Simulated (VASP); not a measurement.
**Al: relaxation of cell and atoms with PBE+D3(BJ)**

Al:

```
Al
1.0
     0.00000    2.02481    2.02481
     2.02481    0.00000    2.02481
     2.02481    2.02481    0.00000
Al
1
Direct
  0.00000 0.00000 0.00000
```

```
Program                : VASP 6.6.1
Task                   : relaxation of cell and atoms
Functional             : PBE
Dispersion             : D3(BJ)
Potentials or basis    : VASP PAW PBE potentials, release 64 (Al)
Cutoff                 : 600 eV
k mesh                 : 10 × 10 × 10
Occupations            : fermi-dirac, width 0.02 eV
Spin                   : no spin polarisation
Dipole correction      : no
Further INCAR settings : ALGO = Normal; EDIFF = 1e-06; IBRION = 2; EDIFFG = -0.005; NSW = 80; ISIF = 3
```

```yaml
Relaxed_volume: 15.67 Å³/atom
Relaxed_cell: a = 2.809 Å, b = 2.809 Å, c = 2.809 Å, α = 60.00°, β = 60.00°, γ = 60.00°
Space_group_after_relaxing_to_0.05_Å: Fm-3m (No. 225)
Energy_gained_by_relaxing: 12.6 meV/atom
Ionic_steps: 3
Pressure_after_relaxing: 0.0 GPa
Dispersion_energy_per_atom: -0.355 eV
```

The path:
| step | energy change (eV) | largest force (eV/Å) | pressure (GPa) | volume (Å³) |
| --- | --- | --- | --- | --- |
| 1 | 0.0000 | 0.0000 | -4.09 | 16.60 |
| 2 | -0.0125 | 0.0000 | 0.38 | 15.60 |
| 3 | -0.0126 | 0.0000 | -0.01 | 15.67 |

Final structure:
```cif
data_structure
_symmetry_space_group_name_H-M 'P 1'
_symmetry_Int_Tables_number 1
_cell_length_a 2.8091
_cell_length_b 2.8091
_cell_length_c 2.8091
_cell_angle_alpha 60.000
_cell_angle_beta 60.000
_cell_angle_gamma 60.000
_cell_volume 15.67
loop_
_atom_site_label
_atom_site_type_symbol
_atom_site_fract_x
_atom_site_fract_y
_atom_site_fract_z
_atom_site_occupancy
Al1 Al 0.00000 0.00000 0.00000 1
```

Levels at points of the mesh, in eV from the Fermi level:
```csv
k point,band 1,band 2,band 3,band 4,band 5
"(0.00, 0.00, 0.00)",-11.59,12.81,12.81,12.81,14.70
"(0.50, 0.00, 0.00)",-4.90,-4.55,11.60,11.60,11.87
"(0.50, 0.50, 0.00)",-3.15,-1.71,5.17,5.74,5.74
```

Run time: 6.4 s on 1 thread of Intel Xeon 8259CL, with other jobs on the host, peak memory 0.14 GiB.

Caveat: pairwise dispersion overbinds metals, which lowers pressure and volume.
